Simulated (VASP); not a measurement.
A run of VASP 6.6.1:

The input INCAR:

```
PREC = Accurate ; ENCUT = 520
EDIFF = 1E-6 ; ISMEAR = 1
SIGMA = 0.1 ; LREAL = F
LASPH = T ; NELM = 100
ALGO = Normal ; ISIF = 2
LWAVE = F ; LCHARG = F
GGA = PE ; NBANDS = 25
```

KPOINTS

```
Automatic mesh
0
Gamma
  6 6 8
```

POSCAR

```
SiO2
1.0
    4.1773000000      0.0000000000      0.0000000000
    0.0000000000      4.1773000000      0.0000000000
    0.0000000000      0.0000000000      2.6652000000
Si O
2 4
Direct
    0.0000000000      0.0000000000      0.0000000000
    0.5000000000      0.5000000000      0.5000000000
    0.3059000000      0.3059000000      0.0000000000
    0.1941000000      0.8059000000      0.5000000000
    0.6941000000      0.6941000000      0.0000000000
    0.8059000000      0.1941000000      0.5000000000
```

Potentials or basis: VASP PAW PBE potentials, release 64 (Si, O).

Launch:

```bash
$ cat potpaw_PBE.64/Si/POTCAR potpaw_PBE.64/O/POTCAR > POTCAR
$ mpirun -np 1 vasp_std > vasp.out
```

Hardware: 1 thread of Intel(R) Xeon(R) 6975P-C (Granite Rapids), with other jobs on the host.

Question: How long does it take, and how much memory?

Answer: Run time: 18 s on 1 thread of Intel(R) Xeon(R) 6975P-C (Granite Rapids), with other jobs on the host, peak memory 0.17 GiB. Counts: scf iterations 12, k points 50.
